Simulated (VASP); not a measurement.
# SiO2 (rutile type) (P4_2/mnm) in VASP: single point with PBE

Aim: the single point of SiO2 (rutile type) with PBE.

Everything below comes from runs of VASP 6.6.1. Logs are shortened: lines on timing, memory, paths and dates and some standing lists are left out, and cuts for length are marked.

## Step 1: The cell of the first run

Symmetry: P4_2/mnm, No. 136, tetragonal system. Conventional cell: a = 4.236 Å, b = 4.236 Å, c = 2.690 Å, α = 90.00°, β = 90.00°, γ = 90.00°. Si (site symmetry mmm) has 6 O at 1.77 to 1.84 Å within 2.4 Å. O (site symmetry m2m) has 3 Si at 1.77 to 1.84 Å and 1 O at 2.31 Å within 2.4 Å.

## Step 2: Single point, PBE

Contents of INCAR:

```
ALGO     = Normal         # electronic algorithm
EDIFF    = 1E-6           # SCF threshold, eV
ENCUT    = 520            # plane-wave cutoff, eV
GGA      = PE             # functional
ISIF     = 2              # what is computed and relaxed
ISMEAR   = -1             # smearing method
LASPH    = T              # aspherical terms in the spheres
LCHARG   = F              # write CHGCAR
LREAL    = F              # projectors in reciprocal space
LWAVE    = F              # write WAVECAR
NBANDS   = 25             # bands
NELM     = 100            # most SCF steps
PREC     = Accurate       # precision mode
SIGMA    = 0.1            # smearing width, eV
```

Contents of KPOINTS:

```
k-points
0
Gamma
  7 7 10
```

Contents of POSCAR:

```
SiO2
1.0
    4.2362801505      0.0000000000      0.0000000000
    0.0000000000      4.2362801505      0.0000000000
    0.0000000000      0.0000000000      2.6904325891
Si O
2 4
Direct
    0.0000000000      0.0000000000      0.0000000000
    0.5000000000      0.5000000000      0.5000000000
    0.3069894258      0.3069894258      0.0000000000
    0.6930105742      0.6930105742      0.0000000000
    0.8069894258      0.1930105742      0.5000000000
    0.1930105742      0.8069894258      0.5000000000
```

Potentials or basis: VASP PAW PBE potentials, release 64 (Si, O).

Launch:

```console
cat potpaw_PBE.64/Si/POTCAR potpaw_PBE.64/O/POTCAR > POTCAR
mpirun -np 1 vasp_std > vasp.out
```

OUTCAR:

```text
EDIFF = 1E-6
   ENCUT = 520
   GGA = PE
   ISIF = 2
   ISMEAR = -1
   LASPH = T
   LREAL = F
   NELM = 100
   PREC = Accurate

 ion  position               nearest neighbor table
   1  0.000  0.000  0.000-   5 1.77   6 1.77   5 1.77   6 1.77   3 1.84   4 1.84
   2  0.500  0.500  0.500-   3 1.77   4 1.77   3 1.77   4 1.77   5 1.84   6 1.84
   3  0.307  0.307  0.000-   2 1.77   2 1.77   1 1.84
   4  0.693  0.693  0.000-   2 1.77   2 1.77   1 1.84
   5  0.807  0.193  0.500-   1 1.77   1 1.77   2 1.84
   6  0.193  0.807  0.500-   1 1.77   1 1.77   2 1.84

  LATTYP: Found a simple tetragonal cell.
 ALAT       =     4.2362801505
 C/A-ratio  =     0.6350931698

  Lattice vectors:

 A1 = (   4.2362801505,   0.0000000000,   0.0000000000)
 A2 = (   0.0000000000,   4.2362801505,   0.0000000000)
 A3 = (   0.0000000000,   0.0000000000,   2.6904325891)

Analysis of symmetry for initial positions (statically):
=====================================================================
 Subroutine PRICEL returns:
 Original cell was already a primitive cell.

 Routine SETGRP: Setting up the symmetry group for a
 simple tetragonal supercell.

 Subroutine GETGRP returns: Found 16 space group operations
 (whereof  8 operations were pure point group operations)
 out of a pool of 16 trial point group operations.

The static configuration has the point symmetry D_2h.
 The point group associated with its full space group is D_4h.

Analysis of symmetry for dynamics (positions and initial velocities):
=====================================================================
 Subroutine PRICEL returns:
 Original cell was already a primitive cell.

 Routine SETGRP: Setting up the symmetry group for a
 simple tetragonal supercell.

 Subroutine GETGRP returns: Found 16 space group operations
 (whereof  8 operations were pure point group operations)
 out of a pool of 16 trial point group operations.

The dynamic configuration has the point symmetry D_2h.
 The point group associated with its full space group is D_4h.

 Subroutine INISYM returns: Found 16 space group operations
 (whereof  8 operations are pure point group operations),
 and found     1 'primitive' translations

----------------------------------------------------------------------------------------

                                     Primitive cell

  volume of cell :      48.2827

  direct lattice vectors                    reciprocal lattice vectors
     4.236280150  0.000000000  0.000000000     0.236056154  0.000000000  0.000000000
     0.000000000  4.236280150  0.000000000     0.000000000  0.236056154  0.000000000
     0.000000000  0.000000000  2.690432589     0.000000000  0.000000000  0.371687439

  length of vectors
     4.236280150  4.236280150  2.690432589     0.236056154  0.236056154  0.371687439

  position of ions in fractional coordinates (direct lattice)
     0.000000000  0.000000000  0.000000000
     0.500000000  0.500000000  0.500000000
     0.306989426  0.306989426  0.000000000
     0.693010574  0.693010574  0.000000000
     0.806989426  0.193010574  0.500000000
     0.193010574  0.806989426  0.500000000

  ion indices of the primitive-cell ions
   primitive index   ion index
                 1           1
                 2           2
                 3           3
                 4           4
                 5           5
                 6           6

----------------------------------------------------------------------------------------

 KPOINTS: k-points

Automatic generation of k-mesh.
 Grid dimensions read from file:
 generate k-points for:    7    7   10

 Generating k-lattice:

  Cartesian coordinates                     Fractional coordinates (reciprocal lattice)
     0.033722308  0.000000000  0.000000000     0.142857143  0.000000000  0.000000000
     0.000000000  0.033722308  0.000000000     0.000000000  0.142857143  0.000000000
     0.000000000  0.000000000  0.037168744     0.000000000  0.000000000  0.100000000

  Length of vectors
     0.033722308  0.033722308  0.037168744

  Shift w.r.t. Gamma in fractional coordinates (k-lattice)
     0.000000000  0.000000000  0.000000000

 Subroutine IBZKPT returns following result:
 ===========================================

 Found     60 irreducible k-points:

 Following reciprocal coordinates:
            Coordinates               Weight
  0.000000  0.000000  0.000000      1.000000
  0.142857  0.000000  0.000000      4.000000
  0.285714  0.000000  0.000000      4.000000
  0.428571  0.000000  0.000000      4.000000
  0.142857  0.142857  0.000000      4.000000
  0.285714  0.142857  0.000000      8.000000
[... 16 lines left out ...]
  0.285714  0.000000  0.200000      8.000000
  0.428571  0.000000  0.200000      8.000000
 [... further k-points ...]
   k-points           NKPTS =     60   k-points in BZ     NKDIM =     60   number of bands    NBANDS=     25
   number of dos      NEDOS =    301   number of ions     NIONS =      6
   total plane-waves  NPLWV =  20480
   dimension x,y,z NGX =    32 NGY =   32 NGZ =   20
   dimension x,y,z NGXF=    64 NGYF=   64 NGZF=   40
   ions per type =               2   4
   NGX,Y,Z   is equivalent  to a cutoff of  12.56, 12.56, 12.36 a.u.
   NGXF,Y,Z  is equivalent  to a cutoff of  25.12, 25.12, 24.72 a.u.
 SYSTEM =  unknown system
   PREC   = accura    normal or accurate (medium, high low for compatibility)
   ISTART =      0    job   : 0-new  1-cont  2-samecut
   ICHARG =      2    charge: 1-file 2-atom 10-const
   ISPIN  =      1    spin polarized calculation?
   LNONCOLLINEAR =      F non collinear calculations
   LSORBIT =      F    spin-orbit coupling
   LASPH  =      T    aspherical Exc in radial PAW
   ENCUT  =  520.0 eV  38.22 Ry    6.18 a.u.   7.88  7.88  5.00*2*pi/ulx,y,z
   NELM   =    100;   NELMIN=  2; NELMDL= -5     # of ELM steps
   EDIFF  = 0.1E-05   stopping-criterion for ELM
   LREAL  =      F    real-space projection
   EDIFFG = 0.1E-04   stopping-criterion for IOM
   NSW    =      0    number of steps for IOM
   IBRION =     -1    ionic relax: 0-MD 1-quasi-New 2-CG
   NFREE  =      0    steps in history (QN), initial steepest desc. (CG)
   ISIF   =      2    stress and relaxation
   ISYM   =      2    0-nonsym 1-usesym 2-fastsym
   POTIM  = 0.5000    time-step for ionic-motion
   TEBEG  =    0.0;   TEEND  =   0.0 temperature during run
   PSTRESS=    0.0 pullay stress
   NELECT =      32.0000    total number of electrons
   NUPDOWN=      -1.0000    fix difference up-down
   EMIN   =  10.00;   EMAX   =-10.00  energy-range for DOS
   EFERMI =   0.00;   METHOD = LEGACY
   ISMEAR =    -1;   SIGMA  =   0.10  broadening in eV -4-tet -1-fermi 0-gaus
   EFERMI_NEDOS =   21; number of points for ismear=-14 and -15
   IALGO  =     38    algorithm
   IMIX   =      4    mixing-type and parameters
     AMIX     =   0.40;   BMIX     =  1.00
     AMIX_MAG =   1.60;   BMIX_MAG =  1.00
  volume/ion in A,a.u.               =       8.05        54.30
  Fermi-wavevector in a.u.,A,eV,Ry     =   1.427341  2.697283 27.719172  2.037302
  Thomas-Fermi vector in A             =   2.547521
   LORBIT       =      0    0 simple, 1 ext, 2 COOP (PROOUT), +10 PAW based schemes
   GGA     = PE    functional components
   LHFCALC =     F    Hartree Fock is set to
   AEXX    =    0.0000 exact exchange contribution
   IVDW    =     0    specifies the selected vdW correction
   LEPSILON=     F    determine dielectric tensor
   LRPA    =     F    only Hartree local field effects (RPA)
 non-spin polarized calculation
  energy-cutoff  :      520.00
  volume of cell :       48.28
 maximum number of plane-waves:      1320
 NGX is ok and might be reduce to    32
   NGX = 15   NGY = 15   NGZ = 11

 number of electron      31.9999992 magnetization

 Free energy of the ion-electron system (eV)
  ---------------------------------------------------
  ext. energy  EPLUGINS =         0.00000000
  ---------------------------------------------------
  free energy    TOTEN  =       -46.31689124 eV

  energy without entropy =      -46.31689124  energy(sigma->0) =      -46.31689124

 E-fermi :   9.7039     XC(G=0): -12.0794

 val. band max:        7.7303028128   @ k =   0.0000   0.0000   0.0000
 cond. band min:      12.7544380570   @ k =   0.0000   0.0000   0.0000
 fundamental gap:      5.0241352442
 Fermi energy:         9.7039419430

 k-point     1 :       0.0000    0.0000    0.0000
  band No.  band energies     occupation
      1     -14.4801      2.00000
      2     -11.0199      2.00000
      3     -11.0199      2.00000
      4     -10.8633      2.00000
      5      -2.8748      2.00000
      6       1.4979      2.00000
[... 17 lines left out ...]
     24      21.4181      0.00000
     25      23.0766      0.00000

 k-point     2 :       0.1429    0.0000    0.0000
  band No.  band energies     occupation
      1     -14.3784      2.00000
      2     -11.5539      2.00000
      3     -10.9698      2.00000
      4     -10.5413      2.00000
      5      -2.7310      2.00000
      6       0.9137      2.00000
[... 17 lines left out ...]
     24      21.0106      0.00000
     25      23.1312      0.00000

 k-point     3 :       0.2857    0.0000    0.0000
  band No.  band energies     occupation
      1     -14.0787      2.00000
      2     -12.2653      2.00000
      3     -10.8312      2.00000
      4     -10.4028      2.00000
      5      -2.3279      2.00000
      6      -0.0299      2.00000
[... 552 lines left out ...]
 k-point    23 :       0.2857    0.0000    0.2000
  band No.  band energies     occupation
      1     -13.5978      2.00000
      2     -11.9354      2.00000
      3     -10.6335      2.00000
      4     -10.3535      2.00000
      5      -2.0259      2.00000
      6       0.2883      2.00000
[... 17 lines left out ...]
     24      20.6836      0.00000
     25      22.0468      0.00000

 k-point    24 :       0.4286    0.0000    0.2000
  band No.  band energies     occupation
      1     -13.1507      2.00000
      2     -12.5765      2.00000
      3     -10.4975      2.00000
      4     -10.3819      2.00000
      5      -1.3336      2.00000
      6      -0.5482      2.00000
[... 17 lines left out ...]
     24      20.3169      0.00000
     25      21.7322      0.00000

 [... further k-points ...]

------------------------ aborting loop because EDIFF is reached ----------------------------------------

  FORCE on cell =-STRESS in cart. coord.  units (eV):
  Direction    XX          YY          ZZ          XY          YZ          ZX
  --------------------------------------------------------------------------------------
  -------------------------------------------------------------------------------------
  Total       -0.0288695     -0.0288695      0.1659415     -0.0000000      0.0000000      0.0000000
  in kB       -0.9579835     -0.9579835      5.5064801     -0.0000000      0.0000000      0.0000000
  external PRESSURE =       1.1968377 kB  Pullay stress =       0.0000000 kB

 VOLUME and BASIS-vectors are now :
 -----------------------------------------------------------------------------
  energy-cutoff  :      520.00
  volume of cell :       48.28
      direct lattice vectors                 reciprocal lattice vectors
     4.236280150  0.000000000  0.000000000     0.236056154  0.000000000  0.000000000
     0.000000000  4.236280150  0.000000000     0.000000000  0.236056154  0.000000000
     0.000000000  0.000000000  2.690432589     0.000000000  0.000000000  0.371687439

 POSITION                                       TOTAL-FORCE (eV/Angst)
 -----------------------------------------------------------------------------------
      0.00000      0.00000      0.00000        -0.000000      0.000000      0.000000
      2.11814      2.11814      1.34522        -0.000000      0.000000      0.000000
      1.30049      1.30049      0.00000        -0.013056     -0.013056     -0.000000
      2.93579      2.93579      0.00000         0.013056      0.013056      0.000000
      3.41863      0.81765      1.34522        -0.013056      0.013056      0.000000
      0.81765      3.41863      1.34522         0.013056     -0.013056     -0.000000
 -----------------------------------------------------------------------------------
    total drift:                                0.000000     -0.000000      0.000000

  FREE ENERGIE OF THE ION-ELECTRON SYSTEM (eV)
  ---------------------------------------------------
  free  energy   TOTEN  =       -46.3168912357 eV

  energy  without entropy=      -46.3168912356  energy(sigma->0) =      -46.31689124
```

Run time: 20 s. Hardware: 1 thread of Intel Xeon 6975P-C (Granite Rapids), shared host; peak memory 0.18 GiB.

What came out:

* Free energy: -46.3169 eV
* Pressure: 0.1 GPa
* Largest force: 0.018 eV/Å
* Band gap on the k mesh: 5.02 eV, direct

Forces on the atoms (eV/Å):
```
Si   0.000  0.000  0.000
Si   0.000  0.000  0.000
O   -0.013 -0.013  0.000
O    0.013  0.013  0.000
O   -0.013  0.013  0.000
O    0.013 -0.013  0.000
```
